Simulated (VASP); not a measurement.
# InO in VASP: further runs

The runs below take InO through single point, with r2SCAN.

Everything below comes from runs of VASP 6.6.1. Logs are shortened: lines on timing, memory, paths and dates and some standing lists are left out, and cuts for length are marked.

**1. The cell of the first run**

The cell holds a slab with vacuum, 4 atoms: a = 3.730 Å, b = 3.730 Å, c = 17.147 Å, α = 90.00°, β = 90.00°, γ = 120.00°.

**2. Single point, r2SCAN (strain +0.080 along x and y, +0.080 along z)**

Contents of POSCAR:

```
InO
1.0
    3.7299029054      0.0000000000      0.0000000000
   -1.8649514527      3.2301906697      0.0000000000
    0.0000000000      0.0000000000     17.1472680000
In O
2 2
Direct
    0.6666666667      0.3333333333      0.5900210000
    0.6666666667      0.3333333333      0.4099790000
    0.0000000000      0.0000000000      0.6398670000
    0.0000000000      0.0000000000      0.3601330000
```

Contents of INCAR.step1:

```
SYSTEM = InO
PREC     = Accurate       ! precision mode
ENCUT    = 520            ! plane-wave cutoff, eV
ISMEAR   = 0              ! smearing method
SIGMA    = 0.05           ! smearing width, eV
LREAL    = .False.        ! projectors in reciprocal space
LASPH    = .True.         ! aspherical terms in the spheres
NELM     = 60             ! most SCF steps
NBANDS   = 27             ! bands
GGA      = PE             ! functional
ALGO     = Normal         ! electronic algorithm
EDIFF    = 1E-4           ! SCF threshold, eV
LWAVE    = .True.         ! write WAVECAR
LCHARG   = .False.        ! write CHGCAR
```

Contents of INCAR.step2:

```
SYSTEM = InO
PREC     = Accurate       ! precision mode
ENCUT    = 520            ! plane-wave cutoff, eV
EDIFF    = 1E-6           ! SCF threshold, eV
ISMEAR   = 0              ! smearing method
SIGMA    = 0.05           ! smearing width, eV
LREAL    = .False.        ! projectors in reciprocal space
LASPH    = .True.         ! aspherical terms in the spheres
NELM     = 60             ! most SCF steps
ALGO     = Normal         ! electronic algorithm
ISIF     = 2              ! what is computed and relaxed
LWAVE    = .False.        ! write WAVECAR
LCHARG   = .False.        ! write CHGCAR
METAGGA  = R2SCAN         ! meta-GGA
LMIXTAU  = .True.       
NBANDS   = 27             ! bands
ISTART   = 1
```

Contents of KPOINTS:

```
regular mesh
0
Gamma
  12 12 2
  0 0 0
```

Potentials or basis: VASP PAW PBE potentials, release 64 (In_d, O).

On the command line:

```
$ cat potpaw_PBE.64/In_d/POTCAR potpaw_PBE.64/O/POTCAR > POTCAR
$ cp INCAR.step1 INCAR
$ mpirun -np 1 vasp_std > vasp.out
$ cp INCAR.step2 INCAR
$ mpirun -np 1 vasp_std > vasp.out
```

OUTCAR:

```text
SYSTEM = InO
   PREC = Accurate
   ENCUT = 520
   EDIFF = 1E-6
   ISMEAR = 0
   LREAL = .False.
   LASPH = .True.
   NELM = 60
   ISIF = 2
   METAGGA = R2SCAN
   ISTART = 1

 ion  position               nearest neighbor table
   1  0.667  0.333  0.590-   3 2.32   3 2.32   3 2.32   2 3.09
   2  0.667  0.333  0.410-   4 2.32   4 2.32   4 2.32   1 3.09
   3  0.000  0.000  0.640-   1 2.32   1 2.32   1 2.32
   4  0.000  0.000  0.360-   2 2.32   2 2.32   2 2.32

  LATTYP: Found a hexagonal cell.
 ALAT       =     3.7299029054
 C/A-ratio  =     4.5972424578

  Lattice vectors:

 A1 = (   3.7299029054,   0.0000000000,   0.0000000000)
 A2 = (  -1.8649514527,   3.2301906697,   0.0000000000)
 A3 = (   0.0000000000,   0.0000000000,  17.1472680000)

Analysis of symmetry for initial positions (statically):
=====================================================================
 Subroutine PRICEL returns:
 Original cell was already a primitive cell.

 Routine SETGRP: Setting up the symmetry group for a
 hexagonal supercell.

 Subroutine GETGRP returns: Found 12 space group operations
 (whereof 12 operations were pure point group operations)
 out of a pool of 24 trial point group operations.

The static configuration has the point symmetry D_3h.

Analysis of symmetry for dynamics (positions and initial velocities):
=====================================================================
 Subroutine PRICEL returns:
 Original cell was already a primitive cell.

 Routine SETGRP: Setting up the symmetry group for a
 hexagonal supercell.

 Subroutine GETGRP returns: Found 12 space group operations
 (whereof 12 operations were pure point group operations)
 out of a pool of 24 trial point group operations.

The dynamic configuration has the point symmetry D_3h.

 Subroutine INISYM returns: Found 12 space group operations
 (whereof 12 operations are pure point group operations),
 and found     1 'primitive' translations

----------------------------------------------------------------------------------------

                                     Primitive cell

  volume of cell :     206.5954

  direct lattice vectors                    reciprocal lattice vectors
     3.729902905  0.000000000  0.000000000     0.268103494  0.154789624  0.000000000
    -1.864951453  3.230190670  0.000000000     0.000000000  0.309579248  0.000000000
     0.000000000  0.000000000 17.147268000     0.000000000  0.000000000  0.058318328
[... 88 lines left out ...]
   EDIFF  = 0.1E-05   stopping-criterion for ELM
   LREAL  =      F    real-space projection
   EDIFFG = 0.1E-04   stopping-criterion for IOM
   NSW    =      0    number of steps for IOM
   IBRION =     -1    ionic relax: 0-MD 1-quasi-New 2-CG
   NFREE  =      0    steps in history (QN), initial steepest desc. (CG)
   ISIF   =      2    stress and relaxation
   ISYM   =      2    0-nonsym 1-usesym 2-fastsym
   POTIM  = 0.5000    time-step for ionic-motion
   TEBEG  =    0.0;   TEEND  =   0.0 temperature during run
   PSTRESS=    0.0 pullay stress
   NELECT =      38.0000    total number of electrons
   NUPDOWN=      -1.0000    fix difference up-down
   EMIN   =  10.00;   EMAX   =-10.00  energy-range for DOS
   EFERMI =   0.00;   METHOD = LEGACY
   ISMEAR =     0;   SIGMA  =   0.05  broadening in eV -4-tet -1-fermi 0-gaus
   EFERMI_NEDOS =   21; number of points for ismear=-14 and -15
   IALGO  =     38    algorithm
   IMIX   =      4    mixing-type and parameters
     AMIX     =   0.40;   BMIX     =  1.00
     AMIX_MAG =   1.60;   BMIX_MAG =  1.00
  volume/ion in A,a.u.               =      51.65       348.54
  Fermi-wavevector in a.u.,A,eV,Ry     =   0.931027  1.759387 11.793695  0.866812
  Thomas-Fermi vector in A             =   2.057478
   LORBIT       =      0    0 simple, 1 ext, 2 COOP (PROOUT), +10 PAW based schemes
   METAGGA = R2SCAN    functional components
   LHFCALC =     F    Hartree Fock is set to
   AEXX    =    0.0000 exact exchange contribution
   IVDW    =     0    specifies the selected vdW correction
   LEPSILON=     F    determine dielectric tensor
   LRPA    =     F    only Hartree local field effects (RPA)
 non-spin polarized calculation
 Gauss-broadening in eV      SIGMA  =   0.05
  energy-cutoff  :      520.00
  volume of cell :      206.60
 maximum number of plane-waves:      5594
 NGX is ok and might be reduce to    28
   NGX = 13   NGY = 13   NGZ = 63

 number of electron      38.0000014 magnetization

 Free energy of the ion-electron system (eV)
  ---------------------------------------------------
  ext. energy  EPLUGINS =         0.00000000
  ---------------------------------------------------
  free energy    TOTEN  =       -60.85394809 eV

  energy without entropy =      -60.85394809  energy(sigma->0) =      -60.85394809

 E-fermi :  -2.8837     XC(G=0):  -4.3608

 val. band max:       -3.1212679687   @ k =   0.2500   0.1667   0.5000
 cond. band min:      -2.6785553016   @ k =   0.0000   0.0000   0.0000
 fundamental gap:      0.4427126670
 Fermi energy:        -2.8836879188

 k-point     1 :       0.0000    0.0000    0.0000
  band No.  band energies     occupation
      1     -20.5623      2.00000
      2     -20.5551      2.00000
      3     -16.9414      2.00000
      4     -16.9268      2.00000
      5     -16.9268      2.00000
      6     -16.9001      2.00000
[... 709 lines left out ...]
     26       5.8405      0.00000
     27       5.9967      0.00000

 [... further k-points ...]

------------------------ aborting loop because EDIFF is reached ----------------------------------------

  FORCE on cell =-STRESS in cart. coord.  units (eV):
  Direction    XX          YY          ZZ          XY          YZ          ZX
  --------------------------------------------------------------------------------------
  -------------------------------------------------------------------------------------
  Total      -10.0362119    -10.0362119     -5.3644877      0.0000000     -0.0000000      0.0000000
  in kB      -77.8322855    -77.8322855    -41.6023836      0.0000000     -0.0000000      0.0000000
  external PRESSURE =     -65.7556516 kB  Pullay stress =       0.0000000 kB

 VOLUME and BASIS-vectors are now :
 -----------------------------------------------------------------------------
  energy-cutoff  :      520.00
  volume of cell :      206.60
      direct lattice vectors                 reciprocal lattice vectors
     3.729902905  0.000000000  0.000000000     0.268103494  0.154789624  0.000000000
    -1.864951453  3.230190670  0.000000000     0.000000000  0.309579248  0.000000000
     0.000000000  0.000000000 17.147268000     0.000000000  0.000000000  0.058318328

 POSITION                                       TOTAL-FORCE (eV/Angst)
 -----------------------------------------------------------------------------------
      1.86495      1.07673     10.11725        -0.000000     -0.000000      0.815605
      1.86495      1.07673      7.03002        -0.000000      0.000000     -0.815605
      0.00000      0.00000     10.97197         0.000000     -0.000000     -1.626123
      0.00000      0.00000      6.17530         0.000000     -0.000000      1.626123
 -----------------------------------------------------------------------------------
    total drift:                               -0.000010      0.000006      0.000000

  FREE ENERGIE OF THE ION-ELECTRON SYSTEM (eV)
  ---------------------------------------------------
  free  energy   TOTEN  =       -60.8539480882 eV

  energy  without entropy=      -60.8539480882  energy(sigma->0) =      -60.85394809
```

OSZICAR.step1:

```text
N       E                     dE             d eps       ncg     rms          rms(c)
DAV:   1     0.368259236991E+03    0.36826E+03   -0.17173E+04  2092   0.132E+03
DAV:   2     0.385673361911E+02   -0.32969E+03   -0.31804E+03  2310   0.345E+02
DAV:   3    -0.205715686081E+02   -0.59139E+02   -0.58004E+02  2776   0.160E+02
DAV:   4    -0.228498658115E+02   -0.22783E+01   -0.22694E+01  2365   0.392E+01
DAV:   5    -0.229239030167E+02   -0.74037E-01   -0.74011E-01  2640   0.664E+00    0.125E+01
DAV:   6    -0.192515999107E+02    0.36723E+01   -0.26060E+01  3183   0.395E+01    0.137E+01
DAV:   7    -0.186473582508E+02    0.60424E+00   -0.29423E+00  2657   0.125E+01    0.380E+00
DAV:   8    -0.185813280632E+02    0.66030E-01   -0.60310E-01  2581   0.425E+00    0.177E+00
DAV:   9    -0.185608547217E+02    0.20473E-01   -0.59595E-02  2621   0.218E+00    0.674E-01
DAV:  10    -0.185594963721E+02    0.13583E-02   -0.30891E-02  3208   0.147E+00    0.188E-01
DAV:  11    -0.185598877386E+02   -0.39137E-03   -0.40106E-03  2826   0.547E-01    0.716E-02
DAV:  12    -0.185600140646E+02   -0.12633E-03   -0.37533E-04  2104   0.185E-01    0.248E-02
DAV:  13    -0.185600737575E+02   -0.59693E-04   -0.40132E-05  1478   0.511E-02
   1 F= -.18560074E+02 E0= -.18560053E+02  d E =-.423719E-04
```

It took 26 min on 1 thread of Intel Xeon 8259CL, shared host; peak memory 0.46 GiB.

What came out:

- Free energy: -60.8539 eV
- Largest force: 1.626 eV/Å
- Band gap on the k mesh: 0.44 eV (least direct gap 0.76 eV)

Forces in eV/Å, atoms in the order of the input:
```
In   0.000  0.000  0.816
In   0.000  0.000 -0.816
O    0.000  0.000 -1.626
O    0.000  0.000  1.626
```

Caveat: the cell differs from its parent crystal (strain +0.080 along x and y, +0.080 along z); there is no dipole correction, which matters where the two faces differ; semilocal functionals underestimate gaps, and a narrow one can read as zero; the PAW data sets were made with another functional, which shifts forces and pressure a little; spin-orbit coupling is left out, which moves the levels of the heavy elements.

**3. Single point, r2SCAN (strain +0.040 along x and y, -0.040 along z)**

Contents of POSCAR:

```
InO
1.0
    3.5917583534      0.0000000000      0.0000000000
   -1.7958791767      3.1105539782      0.0000000000
    0.0000000000      0.0000000000     15.2420160000
In O
2 2
Direct
    0.6666666667      0.3333333333      0.5900210000
    0.6666666667      0.3333333333      0.4099790000
    0.0000000000      0.0000000000      0.6398670000
    0.0000000000      0.0000000000      0.3601330000
```

Contents of INCAR.step1:

```
PREC = Accurate
ENCUT = 520
ISMEAR = 0
SIGMA = 0.05
LREAL = F
LASPH = T
NELM = 60
NBANDS = 27
GGA = PE
ALGO = Normal
EDIFF = 1E-4
LWAVE = T
LCHARG = F
```

Contents of INCAR.step2:

```
PREC = Accurate
ENCUT = 520
EDIFF = 1E-6
ISMEAR = 0
SIGMA = 0.05
LREAL = F
LASPH = T
NELM = 60
ALGO = Normal
ISIF = 2
LWAVE = F
LCHARG = F
METAGGA = R2SCAN
LMIXTAU = T
NBANDS = 27
ISTART = 1
```

Contents of KPOINTS:

```
Automatic mesh
0
Gamma
  12 12 2
```

Potentials or basis: VASP PAW PBE potentials, release 64 (In_d, O).

On the command line:

```
$ cat potpaw_PBE.64/In_d/POTCAR potpaw_PBE.64/O/POTCAR > POTCAR
$ cp INCAR.step1 INCAR
$ mpirun -np 1 vasp_std > vasp.out
$ cp INCAR.step2 INCAR
$ mpirun -np 1 vasp_std > vasp.out
```

OUTCAR:

```text
PREC = Accurate
   ENCUT = 520
   EDIFF = 1E-6
   ISMEAR = 0
   LREAL = F
   LASPH = T
   NELM = 60
   ISIF = 2
   METAGGA = R2SCAN
   ISTART = 1

 ion  position               nearest neighbor table
   1  0.667  0.333  0.590-   3 2.21   3 2.21   3 2.21   2 2.74
   2  0.667  0.333  0.410-   4 2.21   4 2.21   4 2.21   1 2.74
   3  0.000  0.000  0.640-   1 2.21   1 2.21   1 2.21
   4  0.000  0.000  0.360-   2 2.21   2 2.21   2 2.21

  LATTYP: Found a hexagonal cell.
 ALAT       =     3.5917583534
 C/A-ratio  =     4.2436084225

  Lattice vectors:

 A1 = (   3.5917583534,   0.0000000000,   0.0000000000)
 A2 = (  -1.7958791767,   3.1105539782,   0.0000000000)
 A3 = (   0.0000000000,   0.0000000000,  15.2420160000)

Analysis of symmetry for initial positions (statically):
=====================================================================
 Subroutine PRICEL returns:
 Original cell was already a primitive cell.

 Routine SETGRP: Setting up the symmetry group for a
 hexagonal supercell.

[... 168 lines left out ...]

  energy without entropy =      -61.79653446  energy(sigma->0) =      -61.79653446

 E-fermi :  -1.8768     XC(G=0):  -4.9242

 val. band max:       -2.1734171422   @ k =   0.2500   0.1667   0.5000
 cond. band min:      -1.4519887947   @ k =   0.0000   0.0000   0.5000
 fundamental gap:      0.7214283475
 Fermi energy:        -1.8767590847

 k-point     1 :       0.0000    0.0000    0.0000
  band No.  band energies     occupation
      1     -20.2142      2.00000
      2     -20.1907      2.00000
      3     -16.1304      2.00000
      4     -16.0082      2.00000
      5     -16.0082      2.00000
      6     -15.9300      2.00000
[... 709 lines left out ...]
     26       6.8865      0.00000
     27       7.3113      0.00000

 [... further k-points ...]

------------------------ aborting loop because EDIFF is reached ----------------------------------------

  FORCE on cell =-STRESS in cart. coord.  units (eV):
  Direction    XX          YY          ZZ          XY          YZ          ZX
  --------------------------------------------------------------------------------------
  -------------------------------------------------------------------------------------
  Total       -6.0464950     -6.0464950      0.2561802      0.0000000      0.0000000      0.0000000
  in kB      -56.8888315    -56.8888315      2.4102877      0.0000000      0.0000000      0.0000000
  external PRESSURE =     -37.1224584 kB  Pullay stress =       0.0000000 kB

 VOLUME and BASIS-vectors are now :
 -----------------------------------------------------------------------------
  energy-cutoff  :      520.00
  volume of cell :      170.29
      direct lattice vectors                 reciprocal lattice vectors
     3.591758353  0.000000000  0.000000000     0.278415167  0.160743071  0.000000000
    -1.795879177  3.110553978  0.000000000     0.000000000  0.321486143  0.000000000
     0.000000000  0.000000000 15.242016000     0.000000000  0.000000000  0.065608119

 POSITION                                       TOTAL-FORCE (eV/Angst)
 -----------------------------------------------------------------------------------
      1.79588      1.03685      8.99311        -0.000000     -0.000000      1.132685
      1.79588      1.03685      6.24891        -0.000000     -0.000000     -1.132685
      0.00000      0.00000      9.75286         0.000000      0.000000     -0.647951
      0.00000      0.00000      5.48915         0.000000      0.000000      0.647951
 -----------------------------------------------------------------------------------
    total drift:                               -0.000008      0.000005      0.000000

  FREE ENERGIE OF THE ION-ELECTRON SYSTEM (eV)
  ---------------------------------------------------
  free  energy   TOTEN  =       -61.7965344633 eV

  energy  without entropy=      -61.7965344633  energy(sigma->0) =      -61.79653446
```

OSZICAR.step1:

```text
N       E                     dE             d eps       ncg     rms          rms(c)
DAV:   1     0.392238321315E+03    0.39224E+03   -0.17771E+04  2068   0.141E+03
DAV:   2     0.426651388079E+02   -0.34957E+03   -0.33570E+03  2241   0.371E+02
DAV:   3    -0.204188032094E+02   -0.63084E+02   -0.61743E+02  2607   0.172E+02
DAV:   4    -0.234264381146E+02   -0.30076E+01   -0.29946E+01  2403   0.442E+01
DAV:   5    -0.235260364179E+02   -0.99598E-01   -0.99560E-01  2606   0.766E+00    0.132E+01
DAV:   6    -0.195924906913E+02    0.39335E+01   -0.22008E+01  3148   0.432E+01    0.134E+01
DAV:   7    -0.193245614320E+02    0.26793E+00   -0.21653E+00  2566   0.109E+01    0.376E+00
DAV:   8    -0.192605358524E+02    0.64026E-01   -0.45355E-01  2995   0.411E+00    0.180E+00
DAV:   9    -0.192407462746E+02    0.19790E-01   -0.69409E-02  3105   0.256E+00    0.686E-01
DAV:  10    -0.192373417439E+02    0.34045E-02   -0.37146E-02  3301   0.183E+00    0.236E-01
DAV:  11    -0.192370326687E+02    0.30908E-03   -0.39782E-03  2607   0.554E-01    0.158E-01
DAV:  12    -0.192370885804E+02   -0.55912E-04   -0.11483E-03  2317   0.210E-01    0.502E-02
DAV:  13    -0.192371309368E+02   -0.42356E-04   -0.99982E-05  1437   0.122E-01
   1 F= -.19237131E+02 E0= -.19237131E+02  d E =-.290153E-08
```

It took 21 min on 1 thread of Intel Xeon 8259CL, shared host; peak memory 0.42 GiB.

Results:

```
Free energy            : -61.7965 eV
Largest force          : 1.133 eV/Å
Band gap on the k mesh : 0.72 eV (least direct gap 1.18 eV)
```

Forces in eV/Å, atoms in the order of the input:
```
In   0.000  0.000  1.133
In   0.000  0.000 -1.133
O    0.000  0.000 -0.648
O    0.000  0.000  0.648
```

Levels at points of the mesh, in eV from the valence-band top:
```tsv
k point	band 17	band 18	band 19	band 20	band 21	band 22
(0.00, 0.00, 0.00)	-1.50	-1.50	-0.46	0.72	3.76	6.89
(0.50, 0.00, 0.00)	-2.23	-1.55	-0.15	2.71	4.45	6.24
(0.00, 0.00, 0.50)	-1.50	-1.50	-0.46	0.72	3.76	6.68
(0.50, 0.00, 0.50)	-2.23	-1.55	-0.15	2.71	4.45	6.24
```

Caveat: the cell differs from its parent crystal (strain +0.040 along x and y, -0.040 along z); there is no dipole correction, which matters where the two faces differ; semilocal functionals underestimate gaps, and a narrow one can read as zero; the PAW data sets were made with another functional, which shifts forces and pressure a little; spin-orbit coupling is left out, which moves the levels of the heavy elements.

(Continued in part 2 of 2.)
